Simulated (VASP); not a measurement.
# Pb (Pm-3m) in VASP: further runs

Runs on Pb. Level: PBE. Tasks: single point, relaxation of cell and atoms.

Everything below comes from runs of VASP 6.6.1. Logs are shortened: lines on timing, memory, paths and dates and some standing lists are left out, and cuts for length are marked.

**1. The cell of the first run**

Symmetry: Pm-3m, No. 221, cubic system. The conventional cell has a = 3.254 Å, b = 3.254 Å, c = 3.254 Å, α = 90.00°, β = 90.00°, γ = 90.00°. Pb (site symmetry m-3m) has 6 Pb at 3.25 Å within 4.3 Å.

**2. Single point, PBE**

Input file INCAR:

```
SYSTEM = Pb
PREC     = Accurate       ! precision mode
ENCUT    = 520            ! plane-wave cutoff, eV
EDIFF    = 1E-6           ! SCF threshold, eV
ISMEAR   = -1             ! smearing method
SIGMA    = 0.05           ! smearing width, eV
LREAL    = .False.        ! projectors in reciprocal space
LASPH    = .True.         ! aspherical terms in the spheres
NELM     = 80             ! most SCF steps
ALGO     = Normal         ! electronic algorithm
ISIF     = 2              ! what is computed and relaxed
LWAVE    = .False.        ! write WAVECAR
LCHARG   = .False.        ! write CHGCAR
GGA      = PE             ! functional
NBANDS   = 13             ! bands
```

Input file KPOINTS:

```
regular mesh
0
Gamma
  12 12 12
  0 0 0
```

Input file POSCAR:

```
Pb
1.0
    3.2543805230      0.0000000000      0.0000000000
    0.0000000000      3.2543805230      0.0000000000
    0.0000000000      0.0000000000      3.2543805230
Pb
1
Direct
    0.0000000000      0.0000000000      0.0000000000
```

Potentials or basis: VASP PAW PBE potentials, release 64 (Pb_d).

Launch:

```console
> cat potpaw_PBE.64/Pb_d/POTCAR > POTCAR
> mpirun -np 1 vasp_std > vasp.out
```

OUTCAR:

```text
SYSTEM = Pb
   PREC = Accurate
   ENCUT = 520
   EDIFF = 1E-6
   ISMEAR = -1
   LREAL = .False.
   LASPH = .True.
   NELM = 80
   ISIF = 2
   GGA = PE

 ion  position               nearest neighbor table
   1  0.000  0.000  0.000-

  LATTYP: Found a simple cubic cell.
 ALAT       =     3.2543805230

  Lattice vectors:

 A1 = (   3.2543805230,   0.0000000000,   0.0000000000)
 A2 = (   0.0000000000,   3.2543805230,   0.0000000000)
 A3 = (   0.0000000000,   0.0000000000,   3.2543805230)

Analysis of symmetry for initial positions (statically):
=====================================================================
 Subroutine PRICEL returns:
 Original cell was already a primitive cell.

 Routine SETGRP: Setting up the symmetry group for a
 simple cubic supercell.

 Subroutine GETGRP returns: Found 48 space group operations
 (whereof 48 operations were pure point group operations)
 out of a pool of 48 trial point group operations.

The static configuration has the point symmetry O_h .

Analysis of symmetry for dynamics (positions and initial velocities):
=====================================================================
 Subroutine PRICEL returns:
 Original cell was already a primitive cell.

 Routine SETGRP: Setting up the symmetry group for a
 simple cubic supercell.

 Subroutine GETGRP returns: Found 48 space group operations
 (whereof 48 operations were pure point group operations)
 out of a pool of 48 trial point group operations.

The dynamic configuration has the point symmetry O_h .

 Subroutine INISYM returns: Found 48 space group operations
 (whereof 48 operations are pure point group operations),
 and found     1 'primitive' translations

----------------------------------------------------------------------------------------

                                     Primitive cell

  volume of cell :      34.4671

  direct lattice vectors                    reciprocal lattice vectors
     3.254380523  0.000000000  0.000000000     0.307278142  0.000000000  0.000000000
     0.000000000  3.254380523  0.000000000     0.000000000  0.307278142  0.000000000
     0.000000000  0.000000000  3.254380523     0.000000000  0.000000000  0.307278142

  length of vectors
     3.254380523  3.254380523  3.254380523     0.307278142  0.307278142  0.307278142

  position of ions in fractional coordinates (direct lattice)
     0.000000000  0.000000000  0.000000000

[... 69 lines left out ...]
   ISPIN  =      1    spin polarized calculation?
   LNONCOLLINEAR =      F non collinear calculations
   LSORBIT =      F    spin-orbit coupling
   LASPH  =      T    aspherical Exc in radial PAW
   ENCUT  =  520.0 eV  38.22 Ry    6.18 a.u.   6.05  6.05  6.05*2*pi/ulx,y,z
   NELM   =     80;   NELMIN=  2; NELMDL= -5     # of ELM steps
   EDIFF  = 0.1E-05   stopping-criterion for ELM
   LREAL  =      F    real-space projection
   EDIFFG = 0.1E-04   stopping-criterion for IOM
   NSW    =      0    number of steps for IOM
   IBRION =     -1    ionic relax: 0-MD 1-quasi-New 2-CG
   NFREE  =      0    steps in history (QN), initial steepest desc. (CG)
   ISIF   =      2    stress and relaxation
   ISYM   =      2    0-nonsym 1-usesym 2-fastsym
   POTIM  = 0.5000    time-step for ionic-motion
   TEBEG  =    0.0;   TEEND  =   0.0 temperature during run
   PSTRESS=    0.0 pullay stress
   NELECT =      14.0000    total number of electrons
   NUPDOWN=      -1.0000    fix difference up-down
   EMIN   =  10.00;   EMAX   =-10.00  energy-range for DOS
[... 5 lines left out ...]
     AMIX     =   0.40;   BMIX     =  1.00
     AMIX_MAG =   1.60;   BMIX_MAG =  1.00
  volume/ion in A,a.u.               =      34.47       232.60
  Fermi-wavevector in a.u.,A,eV,Ry     =   1.212409  2.291121 19.999690  1.469936
  Thomas-Fermi vector in A             =   2.347894
   LORBIT       =      0    0 simple, 1 ext, 2 COOP (PROOUT), +10 PAW based schemes
   GGA     = PE    functional components
   LHFCALC =     F    Hartree Fock is set to
   AEXX    =    0.0000 exact exchange contribution
   IVDW    =     0    specifies the selected vdW correction
   LEPSILON=     F    determine dielectric tensor
   LRPA    =     F    only Hartree local field effects (RPA)
 non-spin polarized calculation
  energy-cutoff  :      520.00
  volume of cell :       34.47
 maximum number of plane-waves:       952
   NGX = 13   NGY = 13   NGZ = 13

 number of electron      14.0000003 magnetization

 Free energy of the ion-electron system (eV)
  ---------------------------------------------------
  ext. energy  EPLUGINS =         0.00000000
  ---------------------------------------------------
  free energy    TOTEN  =        -3.36419462 eV

  energy without entropy =       -3.35723798  energy(sigma->0) =       -3.36071630

 E-fermi :   5.7210     XC(G=0):  -9.4787

 val. band max:        5.6970845572   @ k =   0.4167   0.3333   0.0833
 cond. band min:       5.7620869385   @ k =   0.5000   0.5000   0.4167
 fundamental gap:      0.0650023813
 Fermi energy:         5.7210054258

 k-point     1 :       0.0000    0.0000    0.0000
  band No.  band energies     occupation
      1     -11.4819      2.00000
      2     -11.4819      2.00000
      3     -10.9413      2.00000
      4     -10.9413      2.00000
      5     -10.9413      2.00000
      6      -5.3846      2.00000
      7      10.5408      0.00000
      8      10.5408      0.00000
      9      10.5408      0.00000
     10      13.3627      0.00000
     11      14.8773      0.00000
     12      14.8773      0.00000
     13      23.5563      0.00000
[... 354 lines left out ...]
  band No.  band energies     occupation
      1     -11.2992      2.00000
      2     -11.2267      2.00000
      3     -11.0634      2.00000
      4     -11.0351      2.00000
      5     -10.8916      2.00000
      6      -1.9862      2.00000
      7       3.7659      2.00000
      8       5.5959      1.84868
      9      11.0050      0.00000
     10      14.1425      0.00000
     11      17.1918      0.00000
     12      18.7394      0.00000
     13      20.1999      0.00000

 [... further k-points ...]
[... 5 lines left out ...]
  --------------------------------------------------------------------------------------
  -------------------------------------------------------------------------------------
  Total       -0.0114632     -0.0114632     -0.0114632      0.0000000      0.0000000      0.0000000
  in kB       -0.5328560     -0.5328560     -0.5328560      0.0000000      0.0000000      0.0000000
  external PRESSURE =      -0.5328560 kB  Pullay stress =       0.0000000 kB

 VOLUME and BASIS-vectors are now :
 -----------------------------------------------------------------------------
  energy-cutoff  :      520.00
  volume of cell :       34.47
      direct lattice vectors                 reciprocal lattice vectors
     3.254380523  0.000000000  0.000000000     0.307278142  0.000000000  0.000000000
     0.000000000  3.254380523  0.000000000     0.000000000  0.307278142  0.000000000
     0.000000000  0.000000000  3.254380523     0.000000000  0.000000000  0.307278142

 POSITION                                       TOTAL-FORCE (eV/Angst)
 -----------------------------------------------------------------------------------
      0.00000      0.00000      0.00000         0.000000      0.000000      0.000000
 -----------------------------------------------------------------------------------
    total drift:                                0.000000      0.000000      0.000000

  FREE ENERGIE OF THE ION-ELECTRON SYSTEM (eV)
  ---------------------------------------------------
  free  energy   TOTEN  =        -3.3641946244 eV

  energy  without entropy=       -3.3572379830  energy(sigma->0) =       -3.36071630
```

OSZICAR:

```text
N       E                     dE             d eps       ncg     rms          rms(c)
DAV:   1     0.111627215401E+03    0.11163E+03   -0.71100E+03  2194   0.121E+03
DAV:   2     0.235669595755E+01   -0.10927E+03   -0.10614E+03  2294   0.314E+02
DAV:   3    -0.322329602078E+01   -0.55800E+01   -0.55596E+01  2644   0.765E+01
DAV:   4    -0.336487552795E+01   -0.14158E+00   -0.14154E+00  2634   0.133E+01
DAV:   5    -0.337111717706E+01   -0.62416E-02   -0.62415E-02  3052   0.254E+00    0.633E-01
DAV:   6    -0.336461372845E+01    0.65034E-02   -0.13585E-02  2783   0.202E+00    0.338E-01
DAV:   7    -0.336401569083E+01    0.59804E-03   -0.62508E-03  2789   0.132E+00    0.108E-01
DAV:   8    -0.336420040657E+01   -0.18472E-03   -0.58908E-04  2569   0.347E-01    0.123E-02
DAV:   9    -0.336419594476E+01    0.44618E-05   -0.19994E-05  2795   0.710E-02    0.602E-03
DAV:  10    -0.336419425168E+01    0.16931E-05   -0.25617E-06  2394   0.128E-02    0.882E-04
DAV:  11    -0.336419462444E+01   -0.37276E-06   -0.10146E-07  1372   0.440E-03
   1 F= -.33641946E+01 E0= -.33607163E+01  d E =-.695664E-02
```

stdout:

```text
POSCAR found type information on POSCAR Pb
 POSCAR found :  1 types and       1 ions
 scaLAPACK will be used
 LDA part: xc-table for (Slater+PW92), standard interpolation
 POSCAR, INCAR and KPOINTS ok, starting setup
 FFT: planning ... GRIDC
 FFT: planning ... GRID_SOFT
 FFT: planning ... GRID
 WAVECAR not read
 entering main loop
```

Wall time 8.2 s (1 thread of Intel Xeon 6975P-C (Granite Rapids), shared host); peak memory 0.16 GiB.

What came out:

- Free energy: -3.3642 eV
- Pressure: -0.1 GPa
- Band gap on the k mesh: zero (band 7 reaches 10.54 eV, above the bottom of band 8 at 3.95 eV)

Caveat: spin-orbit coupling is left out, which moves the levels of the heavy elements.

(Continued in part 2 of 2.)
